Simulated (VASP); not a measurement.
Crystal: NaI.

```xyz
2
Lattice="0.0000 3.2296 3.2296 3.2296 0.0000 3.2296 3.2296 3.2296 0.0000" Properties=species:S:1:pos:R:3 pbc="T T T"
Na    0.0000    0.0000    0.0000
I     3.2296    3.2296    3.2296
```

Program: VASP 6.6.1. Alike in all runs: task single point; no spin polarisation; cell as given; k mesh 4 × 4 × 4; cutoff (eV) 520; smearing gaussian 0.01 eV.

Order these runs on this cell by their band gap on the k mesh, lowest first.
A. level LDA; potentials or basis VASP PAW LDA potentials, release 64 (Na_pv, I)
B. level r2SCAN; potentials or basis VASP PAW PBE potentials, release 64 (Na_pv, I)
C. level PBE; potentials or basis VASP PAW PBE potentials, release 64 (Na_pv, I)
D. level HSE06; potentials or basis VASP PAW PBE potentials, release 64 (Na_pv, I); grid for exact exchange (PRECFOCK) Normal; screening parameter 0.2079 1/Å

A (3.36 eV), C (3.66 eV), B (4.46 eV), D (4.67 eV).

Caveats: all runs use coarse meshes; spin-orbit coupling is left out, which moves the levels of the heavy elements.
